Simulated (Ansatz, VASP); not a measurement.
## One calculation of TaN, two programs

```
Ta N
1.0
     3.03980    0.00000    0.00000
    -1.51990    2.63254    0.00000
     0.00000    0.00000    4.92348
Ta N
2 2
Direct
  0.33333 0.66667 0.00000
  0.66667 0.33333 0.50000
  0.33333 0.66667 0.38500
  0.66667 0.33333 0.88500
```

Change from the starting cell: volume scaled by 0.99, crystal datasets.

Alike in both runs: task electric field gradients; functional PBEsol; k mesh 9 × 9 × 5; occupations fermi-dirac, width 0.01 eV; no spin polarisation.

```csv
,VASP,Ansatz
version,VASP 6.6.1,Ansatz 0.2.0
potentials or method,"VASP PAW PBE potentials, release 64 (Ta_pv, N), cutoff 520 eV","all-electron PAW with datasets made for the crystal, scalar-relativistic"
```

Ansatz gave:

- pressure (GPa): 130.8
- traceless stress, the component that is largest in VASP (GPa): -16.80
- rms of the force components (eV/Å): 1.321
- size of Vzz on the site where it differs most (V/Å²): 118.7

What did VASP give for the same quantities?

Pressure (GPa): 136.9; traceless stress, the component that is largest in VASP (GPa): -17.52; rms of the force components (eV/Å): 1.352; size of Vzz on the site where it differs most (V/Å²): 123.3.

VASP's potentials were made for PBE, not for PBEsol. Atom by atom the forces differ by 0.031 eV/Å (rms over components). Both programs put the cell under a high pressure, so it lies far from rest at this level. Ansatz ran all-electron here, and VASP with PAW potentials.

Spin-orbit coupling is off throughout. Noted on VASP's run: the cell as given lies far from equilibrium.
